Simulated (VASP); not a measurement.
Set up this calculation in VASP 6.6.1, as the native input.

```
Task                   : single point
Functional             : PBE
Potentials or basis    : VASP PAW PBE potentials, release 64 (B, As)
Cutoff                 : 500 eV
k mesh                 : 10 × 10 × 10
Occupations            : gaussian, width 0.02 eV
Spin                   : no spin polarisation
Dipole correction      : no
Further INCAR settings : ALGO = Normal; EDIFF = 1e-06; NBANDS = 11
```

The structure of BAs lies in POSCAR:

```
BAs
1.0
    0.0000000000      2.4822371224      2.4822371224
    2.4822371224      0.0000000000      2.4822371224
    2.4822371224      2.4822371224      0.0000000000
B As
1 1
Direct
    0.0000000000      0.0000000000      0.0000000000
    0.2500000000      0.2500000000      0.2500000000
```

The input as run:

INCAR

```
SYSTEM = BAs
PREC = Accurate
ENCUT = 500
EDIFF = 1E-6
ISMEAR = 0
SIGMA = 0.02
LREAL = .False.
LASPH = .True.
NELM = 120
ALGO = Normal
ISIF = 2
LWAVE = .False.
LCHARG = .False.
GGA = PE
NBANDS = 11
GGA_COMPAT = .False.
```

KPOINTS

```
Automatic mesh
0
Gamma
  10 10 10
  0 0 0
```

Potentials or basis: VASP PAW PBE potentials, release 64 (B, As).

Command:

```console
$ cat potpaw_PBE.64/B/POTCAR potpaw_PBE.64/As/POTCAR > POTCAR
$ mpirun -np 1 vasp_std > vasp.out
```

It gave:

- Pressure: -9.9 GPa
- Band gap on the k mesh: 1.29 eV (least direct gap 3.14 eV)

Caveat: the cell stands under tension.

Wall time 21 s on 1 thread of Intel(R) Xeon(R) Platinum 8259CL CPU @ 2.50GHz (Skylake/Cascade Lake), on a shared host, peak memory 0.16 GiB.
